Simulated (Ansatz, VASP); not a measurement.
# MgI2: VASP beside Ansatz

The input INCAR:

```
SYSTEM = MgI2
PREC = Accurate
ENCUT = 520
EDIFF = 1E-7
ISMEAR = 0
SIGMA = 0.05
LREAL = .FALSE.
LASPH = .TRUE.
NELM = 100
ALGO = Normal
ISIF = 2
LWAVE = .FALSE.
LCHARG = .FALSE.
GGA = PE
IBRION = 2
NSW = 50
EDIFFG = -0.01
```

Contents of KPOINTS:

```
regular mesh
0
G
  6 6 4
  0 0 0
```

Contents of POSCAR:

```
MgI2
1.0
    4.2072027146      0.0000000000      0.0000000000
   -2.1036013573      3.6435444297      0.0000000000
    0.0000000000      0.0000000000      7.7078270244
Mg I
1 2
Direct
    0.0000000000      0.0000000000      0.0000000000
    0.3333333333      0.6666666667      0.7858667836
    0.6666666667      0.3333333333      0.2141332164
```

Input for Ansatz:

```yaml
crystal:
  lattice:
    - [4.2072027146, 0.0, 0.0]
    - [-2.1036013573, 3.6435444297, 0.0]
    - [0.0, 0.0, 7.7078270244]
  atoms:
    - { symbol: Mg, position: [0.0, 0.0, 0.0] }
    - { symbol: I, position: [0.3333333333, 0.6666666667, 0.7858667836] }
    - { symbol: I, position: [0.6666666667, 0.3333333333, 0.2141332164] }
basis:
  ecutwfc: 520.0
kpoints:
  mp_grid: { grid: [6, 6, 4] }
hamiltonian:
  xc: pbe
scf:
  occupations: { method: gaussian, width: 0.05 }
output:
  forces: true
  stress: true
  eigenvalues: true
relax:
  adjacent_minimum: "off"
  f_tol: 0.01
  max_steps: 30
```

Change from the starting cell: engineering shear strain xz +0.0000, normal strain along z -0.0133.

Alike in both runs: task relaxation of the atoms; functional PBE; k mesh 6 × 6 × 4; occupations gaussian, width 0.05 eV; no spin polarisation.

|  | VASP | Ansatz |
| --- | --- | --- |
| version | VASP 6.6.1 | Ansatz 0.2.0 |
| potentials or method | VASP PAW PBE potentials, release 64 (Mg, I), cutoff 520 eV | scalar-relativistic, plane waves, PAW |
| valence electrons in the cell | 16 | 44 |

VASP gave:

```
gap on the k mesh at the Fermi level, each at its own relaxed structure (eV) : 3.61
```

Question: What did Ansatz give for the same quantities?

Answer: gap on the k mesh at the Fermi level, each at its own relaxed structure (eV): 3.62.

VASP's potentials hold 16 valence electrons a cell and Ansatz's 44, so a difference there can come from the potentials and not from the codes. Ansatz's warnings: stress scf threshold loose.

Spin-orbit coupling is off throughout.
